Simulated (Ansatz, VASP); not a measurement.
Tl in VASP and in Ansatz

File INCAR:

```
SYSTEM = Tl
ALGO     = Normal         ! electronic algorithm
EDIFF    = 1E-7           ! SCF threshold, eV
ENCUT    = 520            ! plane-wave cutoff, eV
GGA      = RP             ! functional
ISIF     = 2              ! what is computed and relaxed
ISMEAR   = -1             ! smearing method
LASPH    = .True.         ! aspherical terms in the spheres
LCHARG   = .True.         ! write CHGCAR
LELF     = .True.         ! ELF
LREAL    = .False.        ! projectors in reciprocal space
LVHAR    = .True.       
LWAVE    = .False.        ! write WAVECAR
NBANDS   = 12             ! bands
NELM     = 100            ! most SCF steps
PREC     = Accurate       ! precision mode
SIGMA    = 0.1            ! smearing width, eV
```

The input KPOINTS:

```
k-points
0
Gamma
  11 11 11
  0 0 0
```

File POSCAR:

```
Tl
1.0
    3.1972921371      0.0000000000      0.0000000000
    0.0000000000      3.1972921371      0.0000000000
    0.0000000000      0.0000000000      3.1972921371
Tl
1
Direct
    0.0000000000      0.0000000000      0.0000000000
```

Input for Ansatz:

```yaml
crystal:
  lattice:
    - [3.1972921371, 0.0, 0.0]
    - [0.0, 3.1972921371, 0.0]
    - [0.0, 0.0, 3.1972921371]
  atoms:
    - { symbol: Tl, position: [0.0, 0.0, 0.0] }
hamiltonian:
  xc: rpbe
  pseudopotentials:
    kind: paw
    azcp:
      Tl: "pseudopotentials/Tl.paw.azcp"
basis:
  ecutwfc: 420
  fft_grid_basis: typed
kpoints:
  mp_grid: { grid: [11, 11, 11], shift: [0, 0, 0] }
magnetization:
  spin_polarized: false
scf:
  occupations: { method: fermi_dirac, width: 0.1 }
  lower_state_search: "off"
output:
  stress: true
  write_density: true
  write_potential: true
  elf: true
  volumetric_format: npy
```

Alike in both runs: task single point; functional RPBE; k mesh 11 × 11 × 11; occupations fermi-dirac, width 0.1 eV; no spin polarisation.

```csv
,VASP,Ansatz
version,VASP 6.6.1,Ansatz 0.2.0
potentials or method,"VASP PAW PBE potentials, release 64 (Tl_d), cutoff 520 eV","plane waves (420 eV) with PAW, scalar-relativistic"
valence electrons in the cell,13,13
```

VASP gave:

| Item | Value |
| --- | --- |
| pressure (GPa) | 2.9 |

Q: Which values does Ansatz return?

A: Pressure (GPa): 3.0.

VASP's potentials were made for PBE, not for RPBE.

Neither program's run includes spin-orbit coupling.
